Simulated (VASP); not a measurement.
Input of a VASP 6.6.1 run:

INCAR

```
SYSTEM = MgO
PREC = Accurate
ENCUT = 520
EDIFF = 1E-7
ISMEAR = 0
SIGMA = 0.05
LREAL = .False.
LASPH = .True.
NELM = 60
ALGO = Normal
ISIF = 2
LWAVE = .False.
LCHARG = .True.
GGA = PS
LELF = .True.
LVHAR = .True.
NBANDS = 11
```

KPOINTS

```
regular mesh
0
Gamma
  10 10 10
  0 0 0
```

The input POSCAR:

```
MgO
1.0
    0.0000000000      2.1351500000      2.1351500000
    2.1351500000      0.0000000000      2.1351500000
    2.1351500000      2.1351500000      0.0000000000
Mg O
1 1
Direct
   -0.1170877924      0.1170877924     -0.1170877924
    0.5000000000      0.5000000000      0.5000000000
```

Potentials or basis: VASP PAW PBE potentials, release 64 (Mg, O).

Launch:

```sh
$ cat potpaw_PBE.64/Mg/POTCAR potpaw_PBE.64/O/POTCAR > POTCAR
$ mpirun -np 1 vasp_std > vasp.out
```

Problem. Predict the pressure.

Solution. 24.5 GPa.

Problem. Predict the largest force.

Solution. 7.726 eV/Å.

Problem. Estimate the band gap on the k mesh.

Solution. 4.25 eV, direct.

Stress tensor (GPa, compression positive):
```
-9.53  0.00  0.00
 0.00 92.57  0.00
 0.00  0.00 -9.53
```

Caveat: the cell differs from its parent crystal (all Mg atoms moved -0.500 Å, as atom 1 along Cartesian [0 1 0]); the PAW data sets were made with another functional, which shifts forces and pressure a little.
